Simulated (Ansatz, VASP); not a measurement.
# Two plane-wave programs on TiCl2F

```
CELL_PARAMETERS angstrom
4.50348 0.00000 0.00000
-2.25174 3.90013 0.00000
0.00000 0.00000 3.96790
ATOMIC_POSITIONS crystal
Ti 0.00000 0.00000 0.50000
Cl 0.33333 0.66667 0.33089
Cl 0.66667 0.33333 0.66911
F 0.00000 0.00000 0.00000
```

Change from the starting cell: species swapped into the ScAgSe2 type (P-3m1, No. 164).

Alike in both runs: functional PBE; k mesh 12 × 12 × 12; occupations gaussian, width 0.1 eV; collinear spin.

Ansatz relaxed the structure, and its values are those at the end. VASP's run is a single point on that final structure, the one shown.

|  | VASP | Ansatz |
| --- | --- | --- |
| version | VASP 6.6.1 | Ansatz 0.2.0 |
| potentials or method | VASP PAW PBE potentials, release 64 (Ti_sv, Cl, F), cutoff 520 eV | scalar-relativistic, plane waves, PAW |
| valence electrons in the cell | 33 | 33 |

|  | VASP | Ansatz | Ansatz less VASP |
| --- | --- | --- | --- |
| gap on the k mesh at the Fermi level (eV) | none | none | - |
| pressure (GPa) | 0.0 | 0.0 | -0.02 |
| net moment per atom (μB) | 0.25 | 0.25 | 0.000 |
| size of the moment on the site where the two differ most (μB) | 0.93 | 0.72 | -0.204 |

Site moments also hang on the region over which each program counts them. A gap of «none» marks a metal or a gap that the smearing closes.
